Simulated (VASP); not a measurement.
Wanted: the native input for a VASP 6.6.1 run.

- Task: single point
- Functional: PBE
- Potentials or basis: VASP PAW PBE potentials, release 64 (Ca_sv, Se)
- Cutoff: 520 eV
- k mesh: 6 × 6 × 4
- Occupations: gaussian, width 0.01 eV
- Spin: no spin polarisation
- Dipole correction: no
- Further INCAR settings: ALGO = Normal; EDIFF = 1e-07; NBANDS = 24

The structure of CaSe lies in POSCAR:

```
CaSe
1.0
    4.1498069770      0.0000000000      0.0000000000
   -2.0749034885      3.5938382629      0.0000000000
    0.0000000000      0.0000000000      7.1990692080
Ca Se
2 2
Direct
    0.0000000000      0.0000000000      0.0000000000
    0.0000000000      0.0000000000      0.5000000000
    0.3333333333      0.6666666667      0.2500000000
    0.6666666667      0.3333333333      0.7500000000
```

One way to write it, as run:

INCAR

```
SYSTEM = CaSe
ALGO = Normal ; EDIFF = 1E-7
ENCUT = 520 ; GGA = PE
ISIF = 2 ; ISMEAR = 0
LASPH = .True. ; LCHARG = .False.
LREAL = .False. ; LWAVE = .False.
NBANDS = 24 ; NELM = 60
PREC = Accurate ; SIGMA = 0.01
```

KPOINTS

```
k-points
0
Gamma
  6 6 4
  0 0 0
```

Potentials or basis: VASP PAW PBE potentials, release 64 (Ca_sv, Se).

Launch:

```console
$ cat potpaw_PBE.64/Ca_sv/POTCAR potpaw_PBE.64/Se/POTCAR > POTCAR
$ mpirun -np 1 vasp_std > vasp.out
```

It gave:

- Pressure: 0.1 GPa
- Band gap on the k mesh: 2.22 eV, indirect (least direct gap 2.44 eV)

It took 56 s on 1 thread of Intel Xeon 6975P-C, on a shared host, peak memory 0.24 GiB.
